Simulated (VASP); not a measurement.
# Mg (Fd-3m) in VASP: further runs

The runs below take Mg through relaxation of cell and atoms, with PBE.

Program: VASP 6.6.1. These are calculated values, not measurements. Logs are shortened: lines on timing, memory, paths and dates and some standing lists are left out, and cuts for length are marked.

## (1) The cell of the first run

It takes space group Fd-3m (No. 227, cubic). The conventional cell has a = 6.230 Å, b = 6.230 Å, c = 6.230 Å, α = 90.00°, β = 90.00°, γ = 90.00°. Within 3.6 Å of Mg (site symmetry -43m) lie 4 Mg at 2.70 Å.

## (2) Relaxation of cell and atoms, PBE

INCAR reads:

```
  PREC = Accurate
  ENCUT = 600
  EDIFF = 1E-7
  ISMEAR = 0
  SIGMA = 0.1
  LREAL = False
  LASPH = True
  NELM = 100
  ALGO = Normal
  ISIF = 3
  LWAVE = False
  LCHARG = False
  GGA = PE
  IBRION = 2
  NSW = 80
  EDIFFG = -0.03
```

KPOINTS reads:

```
Automatic mesh
0
Gamma
  6 6 6
```

POSCAR reads:

```
Mg
1.0
    0.0000000000      3.1150000000      3.1150000000
    3.1150000000      0.0000000000      3.1150000000
    3.1150000000      3.1150000000      0.0000000000
Mg
2
Direct
    0.0000000000      0.0000000000      0.0000000000
    0.2500000000      0.2500000000      0.2500000000
```

Potentials or basis: VASP PAW PBE potentials, release 64 (Mg).

On the command line:

```console
$ cat potpaw_PBE.64/Mg/POTCAR > POTCAR
$ mpirun -np 1 vasp_std > vasp.out
```

OUTCAR:

```text
PREC = Accurate
   ENCUT = 600
   EDIFF = 1E-7
   ISMEAR = 0
   LREAL = False
   LASPH = True
   NELM = 100
   ISIF = 3
   GGA = PE
   IBRION = 2
   NSW = 80
   EDIFFG = -0.03

 ion  position               nearest neighbor table
   1  0.000  0.000  0.000-   2 2.70   2 2.70   2 2.70   2 2.70
   2  0.250  0.250  0.250-   1 2.70   1 2.70   1 2.70   1 2.70

  LATTYP: Found a face centered cubic cell.
 ALAT       =     6.2300000000

  Lattice vectors:

 A1 = (   0.0000000000,   3.1150000000,   3.1150000000)
 A2 = (   3.1150000000,   0.0000000000,   3.1150000000)
 A3 = (   3.1150000000,   3.1150000000,   0.0000000000)

Analysis of symmetry for initial positions (statically):
=====================================================================
 Subroutine PRICEL returns:
 Original cell was already a primitive cell.

 Routine SETGRP: Setting up the symmetry group for a
 face centered cubic supercell.

 Subroutine GETGRP returns: Found 48 space group operations
 (whereof 24 operations were pure point group operations)
 out of a pool of 48 trial point group operations.

The static configuration has the point symmetry T_d .
 The point group associated with its full space group is O_h .

Analysis of symmetry for dynamics (positions and initial velocities):
=====================================================================
 Subroutine PRICEL returns:
 Original cell was already a primitive cell.

 Routine SETGRP: Setting up the symmetry group for a
 face centered cubic supercell.

 Subroutine GETGRP returns: Found 48 space group operations
 (whereof 24 operations were pure point group operations)
 out of a pool of 48 trial point group operations.

The dynamic configuration has the point symmetry T_d .
 The point group associated with its full space group is O_h .

 Subroutine INISYM returns: Found 48 space group operations
 (whereof 24 operations are pure point group operations),
 and found     1 'primitive' translations

----------------------------------------------------------------------------------------

                                     Primitive cell

  volume of cell :      60.4511

  direct lattice vectors                    reciprocal lattice vectors
     0.000000000  3.115000000  3.115000000    -0.160513644  0.160513644  0.160513644
     3.115000000  0.000000000  3.115000000     0.160513644 -0.160513644  0.160513644
     3.115000000  3.115000000  0.000000000     0.160513644  0.160513644 -0.160513644

  length of vectors
     4.405275247  4.405275247  4.405275247     0.278017786  0.278017786  0.278017786

  position of ions in fractional coordinates (direct lattice)
     0.000000000  0.000000000  0.000000000
     0.250000000  0.250000000  0.250000000

  ion indices of the primitive-cell ions
   primitive index   ion index
                 1           1
                 2           2

----------------------------------------------------------------------------------------

 KPOINTS: Automatic mesh

Automatic generation of k-mesh.
 Grid dimensions read from file:
 generate k-points for:    6    6    6

 Generating k-lattice:

  Cartesian coordinates                     Fractional coordinates (reciprocal lattice)
    -0.026752274  0.026752274  0.026752274     0.166666667  0.000000000  0.000000000
     0.026752274 -0.026752274  0.026752274     0.000000000  0.166666667  0.000000000
     0.026752274  0.026752274 -0.026752274     0.000000000  0.000000000  0.166666667

  Length of vectors
     0.046336298  0.046336298  0.046336298

  Shift w.r.t. Gamma in fractional coordinates (k-lattice)
     0.000000000  0.000000000  0.000000000

 Subroutine IBZKPT returns following result:
 ===========================================

 Found     16 irreducible k-points:

 Following reciprocal coordinates:
            Coordinates               Weight
  0.000000  0.000000  0.000000      1.000000
  0.166667  0.000000  0.000000      8.000000
  0.333333  0.000000  0.000000      8.000000
  0.500000  0.000000  0.000000      4.000000
  0.166667  0.166667  0.000000      6.000000
  0.333333  0.166667  0.000000     24.000000
[... 8 lines left out ...]
 -0.333333  0.333333  0.166667     24.000000
 -0.333333  0.500000  0.166667     12.000000
   k-points           NKPTS =     16   k-points in BZ     NKDIM =     16   number of bands    NBANDS=      6
   number of dos      NEDOS =    301   number of ions     NIONS =      2
   total plane-waves  NPLWV =  46656
   dimension x,y,z NGX =    36 NGY =   36 NGZ =   36
   dimension x,y,z NGXF=    72 NGYF=   72 NGZF=   72
   ions per type =               2
   NGX,Y,Z   is equivalent  to a cutoff of  13.59, 13.59, 13.59 a.u.
   NGXF,Y,Z  is equivalent  to a cutoff of  27.17, 27.17, 27.17 a.u.
 SYSTEM =  unknown system
   PREC   = accura    normal or accurate (medium, high low for compatibility)
   ISTART =      0    job   : 0-new  1-cont  2-samecut
   ICHARG =      2    charge: 1-file 2-atom 10-const
   ISPIN  =      1    spin polarized calculation?
   LNONCOLLINEAR =      F non collinear calculations
   LSORBIT =      F    spin-orbit coupling
   LASPH  =      T    aspherical Exc in radial PAW
   ENCUT  =  600.0 eV  44.10 Ry    6.64 a.u.   8.80  8.80  8.80*2*pi/ulx,y,z
   NELM   =    100;   NELMIN=  2; NELMDL= -5     # of ELM steps
   EDIFF  = 0.1E-06   stopping-criterion for ELM
   LREAL  =      F    real-space projection
   EDIFFG = -.3E-01   stopping-criterion for IOM
   NSW    =     80    number of steps for IOM
   IBRION =      2    ionic relax: 0-MD 1-quasi-New 2-CG
   NFREE  =      1    steps in history (QN), initial steepest desc. (CG)
   ISIF   =      3    stress and relaxation
   ISYM   =      2    0-nonsym 1-usesym 2-fastsym
   POTIM  = 0.5000    time-step for ionic-motion
   TEBEG  =    0.0;   TEEND  =   0.0 temperature during run
   PSTRESS=    0.0 pullay stress
   NELECT =       4.0000    total number of electrons
   NUPDOWN=      -1.0000    fix difference up-down
   EMIN   =  10.00;   EMAX   =-10.00  energy-range for DOS
   EFERMI =   0.00;   METHOD = LEGACY
   ISMEAR =     0;   SIGMA  =   0.10  broadening in eV -4-tet -1-fermi 0-gaus
   EFERMI_NEDOS =   21; number of points for ismear=-14 and -15
   IALGO  =     38    algorithm
   IMIX   =      4    mixing-type and parameters
     AMIX     =   0.40;   BMIX     =  1.00
     AMIX_MAG =   1.60;   BMIX_MAG =  1.00
  volume/ion in A,a.u.               =      30.23       203.97
  Fermi-wavevector in a.u.,A,eV,Ry     =   0.662156  1.251293  5.965476  0.438450
  Thomas-Fermi vector in A             =   1.735138
   LORBIT       =      0    0 simple, 1 ext, 2 COOP (PROOUT), +10 PAW based schemes
   GGA     = PE    functional components
   LHFCALC =     F    Hartree Fock is set to
   AEXX    =    0.0000 exact exchange contribution
   IVDW    =     0    specifies the selected vdW correction
   LEPSILON=     F    determine dielectric tensor
   LRPA    =     F    only Hartree local field effects (RPA)
 conjugate gradient relaxation of ions
 non-spin polarized calculation
 Gauss-broadening in eV      SIGMA  =   0.10
  energy-cutoff  :      600.00
  volume of cell :       60.45
 maximum number of plane-waves:      2044
   NGX = 17   NGY = 17   NGZ = 17

--------------------------------------- Ionic step        1  -------------------------------------------

 number of electron       4.0000000 magnetization

 Free energy of the ion-electron system (eV)
  ---------------------------------------------------
  ext. energy  EPLUGINS =         0.00000000
  ---------------------------------------------------
  free energy    TOTEN  =        -1.11977775 eV

  energy without entropy =       -1.10255783  energy(sigma->0) =       -1.11116779

------------------------ aborting loop because EDIFF is reached ----------------------------------------

  FORCE on cell =-STRESS in cart. coord.  units (eV):
  Direction    XX          YY          ZZ          XY          YZ          ZX
  --------------------------------------------------------------------------------------
  -------------------------------------------------------------------------------------
  Total        2.1920557      2.1920557      2.1920557      0.0000000      0.0000000      0.0000000
  in kB       58.0975758     58.0975758     58.0975758      0.0000000      0.0000000      0.0000000
  external PRESSURE =      58.0975758 kB  Pullay stress =       0.0000000 kB

 VOLUME and BASIS-vectors are now :
 -----------------------------------------------------------------------------
  energy-cutoff  :      600.00
  volume of cell :       60.45
      direct lattice vectors                 reciprocal lattice vectors
     0.000000000  3.115000000  3.115000000    -0.160513644  0.160513644  0.160513644
     3.115000000  0.000000000  3.115000000     0.160513644 -0.160513644  0.160513644
     3.115000000  3.115000000  0.000000000     0.160513644  0.160513644 -0.160513644
[... 73 lines left out ...]
 POSITION                                       TOTAL-FORCE (eV/Angst)
 -----------------------------------------------------------------------------------
      0.00000      0.00000      0.00000         0.000000      0.000000      0.000000
      1.69950      1.69950      1.69950        -0.000000     -0.000000     -0.000000
 -----------------------------------------------------------------------------------
    total drift:                                0.000000      0.000000     -0.000000

  FREE ENERGIE OF THE ION-ELECTRON SYSTEM (eV)
  ---------------------------------------------------
  free  energy   TOTEN  =        -1.4196562597 eV

  energy  without entropy=       -1.4020070915  energy(sigma->0) =       -1.41083168

--------------------------------------- Ionic step        4  -------------------------------------------

 number of electron       4.0000000 magnetization

 Free energy of the ion-electron system (eV)
  ---------------------------------------------------
  ext. energy  EPLUGINS =         0.00000000
  ---------------------------------------------------
  free energy    TOTEN  =        -1.42748764 eV

  energy without entropy =       -1.41195310  energy(sigma->0) =       -1.41972037

 E-fermi :   0.1308     XC(G=0):  -6.6066

 val. band max:        0.0389391397   @ k =  -0.3333   0.3333   0.1667
 cond. band min:       0.1346961966   @ k =   0.3333   0.1667   0.0000
 fundamental gap:      0.0957570569
 Fermi energy:         0.1308382766

 k-point     1 :       0.0000    0.0000    0.0000
  band No.  band energies     occupation
      1      -4.8299      2.00000
      2       3.1822      0.00000
      3       3.1822      0.00000
      4       3.1822      0.00000
      5       4.2448      0.00000
      6       4.2448      0.00000

 k-point     2 :       0.1667    0.0000    0.0000
  band No.  band energies     occupation
      1      -4.5851      2.00000
      2       1.4349      0.00000
      3       2.8052      0.00000
      4       2.8052      0.00000
      5       4.2590      0.00000
      6       4.7455      0.00000
[... 146 lines left out ...]
 POSITION                                       TOTAL-FORCE (eV/Angst)
 -----------------------------------------------------------------------------------
      0.00000      0.00000      0.00000         0.000000     -0.000000     -0.000000
      1.72709      1.72709      1.72709        -0.000000      0.000000      0.000000
 -----------------------------------------------------------------------------------
    total drift:                                0.000000      0.000000     -0.000000

  FREE ENERGIE OF THE ION-ELECTRON SYSTEM (eV)
  ---------------------------------------------------
  free  energy   TOTEN  =        -1.4274876384 eV

  energy  without entropy=       -1.4119530964  energy(sigma->0) =       -1.41972037

 reached required accuracy - stopping structural energy minimisation
```

Run time: 15 s. Hardware: 1 thread of AMD EPYC 9R45 (Zen 5), shared host; peak memory 0.17 GiB.

What came out:

| Quantity | Value |
| --- | --- |
| Free energy | -1.4275 eV |
| Relaxed volume | 41.21 Å³/atom |
| Relaxed cell | a = 4.885 Å, b = 4.885 Å, c = 4.885 Å, α = 60.00°, β = 60.00°, γ = 60.00° |
| Space group after relaxing (to 0.05 Å) | Fd-3m (No. 227) |
| Energy gained by relaxing | 153.9 meV/atom |
| Ionic steps | 4 |
| Pressure after relaxing | 0.1 GPa |
| Band gap on the k mesh | zero (band 2 reaches 3.18 eV, above the bottom of band 3 at -0.39 eV) |

The path:
| step | energy change (eV) | largest force (eV/Å) | pressure (GPa) | volume (Å³) |
| --- | --- | --- | --- | --- |
| 1 | 0.0000 | 0.0000 | 5.81 | 60.45 |
| 2 | -0.2361 | 0.0000 | 2.09 | 70.56 |
| 3 | -0.2999 | 0.0000 | 0.59 | 78.54 |
| 4 | -0.3077 | 0.0000 | 0.07 | 82.43 |

Final structure:
```cif
data_structure
_symmetry_space_group_name_H-M 'P 1'
_symmetry_Int_Tables_number 1
_cell_length_a 4.8850
_cell_length_b 4.8850
_cell_length_c 4.8850
_cell_angle_alpha 60.000
_cell_angle_beta 60.000
_cell_angle_gamma 60.000
_cell_volume 82.43
loop_
_atom_site_label
_atom_site_type_symbol
_atom_site_fract_x
_atom_site_fract_y
_atom_site_fract_z
_atom_site_occupancy
Mg1 Mg 0.00000 0.00000 0.00000 1
Mg2 Mg 0.25000 0.25000 0.25000 1
```

Levels at points of the mesh, in eV from the Fermi level:
| k point | band 1 | band 2 | band 3 | band 4 | band 5 | band 6 |
| --- | --- | --- | --- | --- | --- | --- |
| (0.00, 0.00, 0.00) | -4.96 | 3.05 | 3.05 | 3.05 | 4.11 | 4.11 |
| (0.50, 0.00, 0.00) | -3.27 | -1.95 | 2.20 | 2.20 | 3.66 | 4.24 |
| (0.50, 0.50, 0.00) | -2.12 | -2.12 | 0.88 | 0.88 | 2.35 | 2.35 |

Caveat: the volume moved by over 15 % at a fixed basis, so the end points are rough.

## (3) Relaxation of cell and atoms, PBE, target pressure 5 GPa, at which the enthalpy is minimised

INCAR reads:

```
SYSTEM = Mg
PREC = Accurate
ENCUT = 600
EDIFF = 1E-6
ISMEAR = 0
SIGMA = 0.1
LREAL = .FALSE.
LASPH = .TRUE.
NELM = 100
ALGO = Normal
ISIF = 3
LWAVE = .FALSE.
LCHARG = .FALSE.
GGA = PE
IBRION = 2
NSW = 80
EDIFFG = -0.03
PSTRESS = 50.0
```

KPOINTS reads:

```
regular mesh
0
G
  6 6 6
  0 0 0
```

POSCAR is that of step 2.

Potentials or basis: VASP PAW PBE potentials, release 64 (Mg).

On the command line:

```console
$ cat potpaw_PBE.64/Mg/POTCAR > POTCAR
$ mpirun -np 1 vasp_std > vasp.out
```

Wall time 8.3 s (1 thread of AMD EPYC 9R45 (Zen 5), shared host); peak memory 0.17 GiB.

The run converged. Its results:

| Item | Value |
| --- | --- |
| Free energy | -1.1783 eV |
| Relaxed volume | 31.10 Å³/atom |
| Relaxed cell | a = 4.447 Å, b = 4.447 Å, c = 4.447 Å, α = 60.00°, β = 60.00°, γ = 60.00° |
| Space group after relaxing (to 0.05 Å) | Fd-3m (No. 227) |
| Energy change on relaxing (the enthalpy is what falls) | -29.3 meV/atom |
| Ionic steps | 3 |
| Pressure after relaxing | 5.0 GPa |
| Band gap on the k mesh | zero (band 2 reaches 4.90 eV, above the bottom of band 3 at 0.25 eV) |

The path:
```csv
step,energy change (eV),largest force (eV/Å),pressure (GPa),volume (Å³)
1,0.0000,0.0000,5.81,60.45
2,-0.0462,0.0000,5.17,61.80
3,-0.0586,0.0000,4.99,62.19
```

Final structure:
```yaml
crystal:
  lattice:
    - [0.00000, 3.14461, 3.14461]
    - [3.14461, 0.00000, 3.14461]
    - [3.14461, 3.14461, 0.00000]
  atoms:
    - { symbol: Mg, position: [0.00000, 0.00000, 0.00000] }
    - { symbol: Mg, position: [0.25000, 0.25000, 0.25000] }
```

Levels at points of the mesh, in eV from the Fermi level:
| k point | band 1 | band 2 | band 3 | band 4 | band 5 | band 6 |
| --- | --- | --- | --- | --- | --- | --- |
| (0.00, 0.00, 0.00) | -5.75 | 3.86 | 3.86 | 3.86 | 4.86 | 4.86 |
| (0.50, 0.00, 0.00) | -3.51 | -2.37 | 2.86 | 2.86 | 4.74 | 4.74 |
| (0.50, 0.50, 0.00) | -2.19 | -2.19 | 1.11 | 1.11 | 2.60 | 2.60 |

Caveat: the cell is relaxed towards a set pressure, so the enthalpy falls and the energy may rise.

(Continued in part 2 of 2.)
